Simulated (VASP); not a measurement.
# GaAs (zincblende type) (F-43m) in VASP: a series of runs, part 2 of 2

VASP 6.6.1.

## Step 3: Single point, PBE (volume scaled by 0.8)

Input file INCAR:

```
PREC = Accurate ; ENCUT = 520
EDIFF = 1E-6 ; ISMEAR = -1
SIGMA = 0.05 ; LREAL = F
LASPH = T ; NELM = 80
ALGO = Normal ; ISIF = 2
LWAVE = F ; LCHARG = F
GGA = PE ; NBANDS = 16
```

Input file KPOINTS:

```
Automatic mesh
0
Gamma
  13 13 13
```

Input file POSCAR:

```
GaAs
1.0
    0.0000000000      2.6668571925      2.6668571925
    2.6668571925      0.0000000000      2.6668571925
    2.6668571925      2.6668571925      0.0000000000
Ga As
1 1
Direct
    0.0000000000      0.0000000000      0.0000000000
    0.2500000000      0.2500000000      0.2500000000
```

Potentials or basis: VASP PAW PBE potentials, release 64 (Ga_d, As).

The run is started by

```console
$ cat potpaw_PBE.64/Ga_d/POTCAR potpaw_PBE.64/As/POTCAR > POTCAR
$ mpirun -np 1 vasp_std > vasp.out
```

OUTCAR:

```text
PREC = Accurate
   ENCUT = 520
   EDIFF = 1E-6
   ISMEAR = -1
   LREAL = F
   LASPH = T
   NELM = 80
   ISIF = 2
   GGA = PE

 ion  position               nearest neighbor table
   1  0.000  0.000  0.000-   2 2.31   2 2.31   2 2.31   2 2.31
   2  0.250  0.250  0.250-   1 2.31   1 2.31   1 2.31   1 2.31

  LATTYP: Found a face centered cubic cell.
 ALAT       =     5.3337143850

  Lattice vectors:

[... 188 lines left out ...]
      3      -9.4937      2.00000
      4      -9.3605      2.00000
      5      -9.3605      2.00000
      6      -8.3922      2.00000
[... 433 lines left out ...]
      3      -9.4478      2.00000
      4      -9.3695      2.00000
      5      -9.3509      2.00000
      6      -6.0878      2.00000
[... 8 lines left out ...]
     15      18.3518      0.00000
     16      18.7775      0.00000

 [... further k-points ...]
[... 5 lines left out ...]
  --------------------------------------------------------------------------------------
  -------------------------------------------------------------------------------------
  Total        5.4685142      5.4685142      5.4685142      0.0000000     -0.0000000      0.0000000
  in kB      230.9673824    230.9673824    230.9673824      0.0000000     -0.0000000      0.0000000
  external PRESSURE =     230.9673824 kB  Pullay stress =       0.0000000 kB

 VOLUME and BASIS-vectors are now :
 -----------------------------------------------------------------------------
  energy-cutoff  :      520.00
  volume of cell :       37.93
      direct lattice vectors                 reciprocal lattice vectors
     0.000000000  2.666857193  2.666857193    -0.187486605  0.187486605  0.187486605
     2.666857193  0.000000000  2.666857193     0.187486605 -0.187486605  0.187486605
     2.666857193  2.666857193  0.000000000     0.187486605  0.187486605 -0.187486605

 POSITION                                       TOTAL-FORCE (eV/Angst)
 -----------------------------------------------------------------------------------
      0.00000      0.00000      0.00000         0.000000      0.000000      0.000000
      1.33343      1.33343      1.33343        -0.000000     -0.000000     -0.000000
 -----------------------------------------------------------------------------------
    total drift:                                0.000002      0.000002      0.000002

  FREE ENERGIE OF THE ION-ELECTRON SYSTEM (eV)
  ---------------------------------------------------
  free  energy   TOTEN  =        -7.7148912384 eV

  energy  without entropy=       -7.7148910643  energy(sigma->0) =       -7.71489115
```

OSZICAR:

```text
N       E                     dE             d eps       ncg     rms          rms(c)
DAV:   1     0.827816842633E+02    0.82782E+02   -0.90421E+03  2784   0.167E+03
DAV:   2    -0.190240763737E+01   -0.84684E+02   -0.80659E+02  3144   0.309E+02
DAV:   3    -0.783449545369E+01   -0.59321E+01   -0.59151E+01  3232   0.644E+01
DAV:   4    -0.791630622219E+01   -0.81811E-01   -0.81802E-01  3352   0.834E+00
DAV:   5    -0.791736790851E+01   -0.10617E-02   -0.10617E-02  3304   0.860E-01    0.353E+00
DAV:   6    -0.774635770968E+01    0.17101E+00   -0.21606E-01  4160   0.958E+00    0.219E+00
DAV:   7    -0.771375755090E+01    0.32600E-01   -0.90808E-02  3440   0.249E+00    0.587E-01
DAV:   8    -0.771443736900E+01   -0.67982E-03   -0.12006E-02  3256   0.129E+00    0.198E-01
DAV:   9    -0.771480202849E+01   -0.36466E-03   -0.99815E-04  3216   0.297E-01    0.422E-02
DAV:  10    -0.771485346343E+01   -0.51435E-04   -0.90573E-05  3560   0.143E-01    0.218E-02
DAV:  11    -0.771489101976E+01   -0.37556E-04   -0.51726E-05  3032   0.604E-02    0.324E-03
DAV:  12    -0.771489123839E+01   -0.21863E-06   -0.13326E-06  2760   0.197E-02
   1 F= -.77148912E+01 E0= -.77148912E+01  d E =-.174041E-06
```

Wall time 28 s (1 thread of Intel Xeon Platinum 8488C (Sapphire Rapids), shared host); peak memory 0.19 GiB.

Results:

```
Free energy            : -7.7149 eV
Pressure               : 23.1 GPa
Band gap on the k mesh : 1.07 eV, indirect (least direct gap 1.91 eV)
```

## Step 4: Single point, PBE (volume scaled by 0.88)

Input file INCAR:

```
SYSTEM = GaAs
ALGO     = Normal         ! electronic algorithm
EDIFF    = 1E-7           ! SCF threshold, eV
ENCUT    = 520            ! plane-wave cutoff, eV
GGA      = PE             ! functional
ISIF     = 2              ! what is computed and relaxed
ISMEAR   = -1             ! smearing method
LASPH    = .True.         ! aspherical terms in the spheres
LCHARG   = .False.        ! write CHGCAR
LREAL    = .False.        ! projectors in reciprocal space
LWAVE    = .False.        ! write WAVECAR
NBANDS   = 16             ! bands
NELM     = 60             ! most SCF steps
PREC     = Accurate       ! precision mode
SIGMA    = 0.05           ! smearing width, eV
```

Input file KPOINTS:

```
k-points
0
Gamma
  13 13 13
  0 0 0
```

Input file POSCAR:

```
GaAs
1.0
    0.0000000000      2.7529436506      2.7529436506
    2.7529436506      0.0000000000      2.7529436506
    2.7529436506      2.7529436506      0.0000000000
Ga As
1 1
Direct
    0.0000000000      0.0000000000      0.0000000000
    0.2500000000      0.2500000000      0.2500000000
```

The run is started by

```console
$ cat potpaw_PBE.64/Ga_d/POTCAR potpaw_PBE.64/As/POTCAR > POTCAR
$ mpirun -np 1 vasp_std > vasp.out
```

Run time: 57 s. Hardware: 1 thread of Intel Xeon Platinum 8488C (Sapphire Rapids), shared host; peak memory 0.2 GiB.

It converged, with:

```
Free energy            : -8.1040 eV
Pressure               : 10.7 GPa
Band gap on the k mesh : 1.14 eV, direct
```

Levels at points of the mesh, in eV from the valence-band top:
```
           k point  band 5  band 6  band 7  band 8  band 9  band 10  band 11  band 12  band 13  band 14
(0.00, 0.00, 0.00)  -14.87  -13.33    0.00    0.00    0.00     1.14     3.74     3.74     3.74     7.83
```

 A k mesh can miss the band edges.

## Step 5: Single point, PBE (volume scaled by 0.94)

Input file INCAR:

```
PREC = Accurate
ENCUT = 520
EDIFF = 1E-6
ISMEAR = -1
SIGMA = 0.05
LREAL = False
LASPH = True
NELM = 80
ALGO = Normal
ISIF = 2
LWAVE = False
LCHARG = False
GGA = PE
NBANDS = 16
```

Input file KPOINTS:

```
Automatic mesh
0
Gamma
  13 13 13
```

Input file POSCAR:

```
GaAs
1.0
    0.0000000000      2.8141401074      2.8141401074
    2.8141401074      0.0000000000      2.8141401074
    2.8141401074      2.8141401074      0.0000000000
Ga As
1 1
Direct
    0.0000000000      0.0000000000      0.0000000000
    0.2500000000      0.2500000000      0.2500000000
```

The run is started by

```console
$ cat potpaw_PBE.64/Ga_d/POTCAR potpaw_PBE.64/As/POTCAR > POTCAR
$ mpirun -np 1 vasp_std > vasp.out
```

Wall time 52 s (1 thread of Intel Xeon Platinum 8488C (Sapphire Rapids), shared host); peak memory 0.21 GiB.

It converged, with:

| Property | Result |
| --- | --- |
| Free energy | -8.2367 eV |
| Pressure | 4.5 GPa |
| Band gap on the k mesh | 0.62 eV, direct |

Levels at points of the mesh, in eV from the valence-band top:
```csv
k point,band 5,band 6,band 7,band 8,band 9,band 10,band 11,band 12,band 13,band 14
"(0.00, 0.00, 0.00)",-14.75,-12.82,0.00,0.00,0.00,0.62,3.73,3.73,3.73,7.63
```

 A k mesh can miss the band edges.

## Step 6: The runs side by side

| cell | gap on the mesh (eV) | pressure (GPa) |
| --- | --- | --- |
| a = 3.641 Å, angles 60.0°, 2 atoms | 0.78 | 42.9 |
| a = 3.772 Å, angles 60.0°, 2 atoms | 1.07 | 23.1 |
| a = 3.893 Å, angles 60.0°, 2 atoms | 1.14 | 10.7 |
| a = 3.980 Å, angles 60.0°, 2 atoms | 0.62 | 4.5 |

Alike in all rows: task single point; level PBE; potentials or basis VASP PAW PBE potentials, release 64 (Ga_d, As); no spin polarisation; k mesh 13 × 13 × 13; cutoff (eV) 520; smearing fermi-dirac 0.05 eV.

Absolute energies hang on the potentials; compare differences alone.
